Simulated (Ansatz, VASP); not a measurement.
**Zn2C: VASP beside Ansatz**

```xyz
3
Lattice="0.0000 2.5779 2.5779 2.5779 0.0000 2.5779 2.5779 2.5779 0.0000" Properties=species:S:1:pos:R:3 pbc="T T T"
C     0.0000    0.0000    0.0000
Zn    1.2890    1.2890    1.2890
Zn    3.8669    3.8669    3.8669
```

Alike in both runs: task single point; functional PBE; k mesh 8 × 8 × 8; occupations fermi-dirac, width 0.02 eV; no spin polarisation.

```csv
,VASP,Ansatz
version,VASP 6.6.1,Ansatz 0.2.0
potentials or method,"VASP PAW PBE potentials, release 64 (C, Zn)","plane waves, PAW"
plane-wave cutoff (eV),520,420
valence electrons in the cell,28,28
```

Ansatz gave:

| Item | Value |
| --- | --- |
| pressure (GPa) | 4.3 |

Question: Which values does VASP return?

Answer: Pressure (GPa): 4.9.
